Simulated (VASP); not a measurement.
S: relaxation of cell and atoms with PBE

S:

```
S
1.0
     5.18215    0.00000    0.00000
    -2.59107    4.48787    0.00000
     0.00000    0.00000    4.41913
S
3
Cartesian
  0.8462 0.0000 1.4730
  -0.4231 0.7328 2.9461
  2.1680 3.7550 0.0000
```

* Program: VASP 6.6.1
* Task: relaxation of cell and atoms
* Functional: PBE
* Potentials or basis: VASP PAW PBE potentials, release 64 (S)
* Cutoff: 600 eV
* k mesh: 6 × 6 × 6
* Occupations: gaussian, width 0.02 eV
* Spin: no spin polarisation
* Dipole correction: no
* Further INCAR settings: ALGO = Normal; EDIFF = 1e-07; IBRION = 2; EDIFFG = -0.01; NSW = 100; ISIF = 3

```
Relaxed volume                        : 34.11 Å³/atom
Relaxed cell                          : a = 5.177 Å, b = 5.177 Å, c = 4.409 Å, α = 90.00°, β = 90.00°, γ = 120.00°
Space group after relaxing (to 0.1 Å) : P3_121 (No. 152)
Energy gained by relaxing             : 0.3 meV/atom
Ionic steps                           : 3
Pressure after relaxing               : 0.0 GPa
Band gap on the k mesh                : 2.55 eV (least direct gap 2.61 eV)
```

Forces on the atoms (eV/Å):
```
S    0.003  0.000  0.000
S   -0.001  0.002  0.000
S   -0.001 -0.002  0.000
```

Step by step:
| step | energy change (eV) | largest force (eV/Å) | pressure (GPa) | volume (Å³) |
| --- | --- | --- | --- | --- |
| 1 | 0.0000 | 0.1241 | -0.33 | 102.77 |
| 2 | 0.0008 | 0.1767 | 0.47 | 101.72 |
| 3 | -0.0010 | 0.0026 | 0.00 | 102.32 |

Final structure:
```
CELL_PARAMETERS angstrom
5.17664 0.00000 0.00000
-2.58832 4.48310 0.00000
0.00000 0.00000 4.40892
ATOMIC_POSITIONS crystal
S 0.16280 0.00000 0.33333
S 0.00000 0.16280 0.66667
S 0.83720 0.83720 0.00000
```

Levels at points of the mesh, in eV from the valence-band top:
| k point | band 6 | band 7 | band 8 | band 9 | band 10 | band 11 | band 12 | band 13 |
| --- | --- | --- | --- | --- | --- | --- | --- | --- |
| (0.00, 0.00, 0.00) | -2.92 | -2.16 | -2.16 | -0.14 | 3.78 | 3.78 | 4.02 | 5.71 |
| (0.50, 0.00, 0.00) | -2.56 | -2.14 | -2.10 | -0.27 | 3.63 | 3.99 | 4.59 | 7.16 |
| (0.00, 0.00, 0.50) | -3.89 | -0.64 | -0.64 | -0.44 | 2.55 | 2.92 | 2.92 | 7.44 |
| (0.50, 0.00, 0.50) | -4.06 | -0.53 | -0.46 | 0.00 | 2.61 | 3.36 | 3.95 | 6.92 |

Wall time 58 s on 1 thread of AMD EPYC 9R45 96-Core Processor (Zen 5), with other jobs on the host, peak memory 0.22 GiB.

Caveat: this functional lacks dispersion, which binds layers or chains, so the pressure and a relaxed spacing across them are unreliable. A k mesh can miss the band edges.
